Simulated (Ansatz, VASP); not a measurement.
**C: VASP and Ansatz over several settings**

```xyz
8
Lattice="2.4880 0.0000 0.0000 -1.2440 2.1547 0.0000 0.0000 0.0000 8.1258" Properties=species:S:1:pos:R:3 pbc="T T T"
C     1.2440    0.7182    6.8561
C     0.0000    1.4365    2.7932
C     1.2440    0.7182    5.3325
C     0.0000    1.4365    1.2697
C     0.0000    0.0000    7.3640
C     0.0000    0.0000    3.3011
C     0.0000    0.0000    4.8247
C     0.0000    0.0000    0.7618
```

Single points on this cell with VASP 6.6.1 and Ansatz 0.2.0. Each row is one pair of runs. Alike in all rows: spin: off; k mesh: 12 × 12 × 4; smearing: fermi-dirac, width 0.05 eV; VASP's potentials, cutoff: VASP PAW PBE potentials, release 64 (C), 520 eV.

| level | Ansatz's potentials, cutoff | gap on the k mesh at the Fermi level (eV), VASP | gap on the k mesh at the Fermi level (eV), Ansatz | least direct gap on the mesh (eV), VASP | least direct gap on the mesh (eV), Ansatz | rms of the force components (eV/Å), VASP | rms of the force components (eV/Å), Ansatz |
| --- | --- | --- | --- | --- | --- | --- | --- |
| revPBE+D3(BJ) | Ansatz PAW, 420 eV | 4.50 | 4.51 | 5.27 | 5.28 | 0.200 | 0.200 |
| RPBE+D3(BJ) | Ansatz PAW, 420 eV | 4.50 | 4.51 | 5.27 | 5.28 | 0.204 | 0.204 |
| RPBE | Ansatz PAW, 420 eV | 4.50 | 4.51 | 5.27 | 5.28 | 0.200 | 0.200 |
| PBE exchange alone | Ansatz PAW, 420 eV | 4.88 | 4.88 | 5.42 | 5.42 | 0.204 | 0.203 |
| r2SCAN+D4 | Ansatz PAW, 500 eV | 4.72 | 4.75 | 5.49 | 5.54 | 0.215 | 0.214 |

Gap on the k mesh at the fermi level (eV): the two programs differ by at most 0.025; least direct gap on the mesh (eV): the two programs differ by at most 0.048; rms of the force components (eV/Å): the two programs differ by at most 0.001.

Noted on Ansatz's runs: Pulay correction over one GPa.
